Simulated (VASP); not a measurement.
Write the native input for VASP 6.6.1 that does the following.

```yaml
Task: electric field gradients
Functional: r2SCAN
Potentials_or_basis: VASP PAW PBE potentials, release 64 (Ag, I)
Cutoff: 440 eV
k_mesh: 6 × 6 × 6
Occupations: fermi-dirac, width 0.02 eV
Spin: no spin polarisation
Dipole_correction: no
Further_INCAR_settings: ALGO = Normal; EDIFF = 1e-08; NBANDS = 16
```

The system is AgI.

```xyz
2
Lattice="0.0000 3.2821 3.2821 3.2821 0.0000 3.2821 3.2821 3.2821 0.0000" Properties=species:S:1:pos:R:3 pbc="T T T"
Ag    0.0000    0.0000    0.0000
I     1.6410    1.6410    1.6410
```

The input as run:

POSCAR

```
AgI
1.0
    0.0000000000      3.2820957782      3.2820957782
    3.2820957782      0.0000000000      3.2820957782
    3.2820957782      3.2820957782      0.0000000000
Ag I
1 1
Direct
    0.0000000000      0.0000000000      0.0000000000
    0.2500000000      0.2500000000      0.2500000000
```

INCAR.step1

```
PREC = Accurate ; ENCUT = 440
ISMEAR = -1 ; SIGMA = 0.02
LREAL = F ; LASPH = T
NELM = 120 ; NBANDS = 16
GGA = PE ; ALGO = Normal
EDIFF = 1E-5 ; LWAVE = T
LCHARG = F ; GGA_COMPAT = F
```

INCAR.step2

```
PREC = Accurate ; ENCUT = 440
EDIFF = 1E-8 ; ISMEAR = -1
SIGMA = 0.02 ; LREAL = F
LASPH = T ; NELM = 120
ALGO = Normal ; ISIF = 2
LWAVE = F ; LCHARG = F
METAGGA = R2SCAN ; LMIXTAU = T
LEFG = T ; NBANDS = 16
ISTART = 1 ; GGA_COMPAT = F
```

KPOINTS

```
regular mesh
0
Gamma
  6 6 6
```

Potentials or basis: VASP PAW PBE potentials, release 64 (Ag, I).

Run with:

```sh
$ cat potpaw_PBE.64/Ag/POTCAR potpaw_PBE.64/I/POTCAR > POTCAR
$ cp INCAR.step1 INCAR
$ mpirun -np 1 vasp_std > vasp.out
$ cp INCAR.step2 INCAR
$ mpirun -np 1 vasp_std > vasp.out
```

Results of the run:

```
Pressure               : 0.1 GPa
Band gap on the k mesh : 1.79 eV, direct
```

Caveat: without QUAD_EFG the Cq values of the log hold for a quadrupole moment of 1 mb, not for the nuclei; the PAW data sets were made with another functional, which shifts forces and pressure a little; spin-orbit coupling is left out, which moves the levels of the heavy elements.

It took 2.6 min on 1 thread of Intel Xeon 8259CL (shared host), peak memory 0.19 GiB.
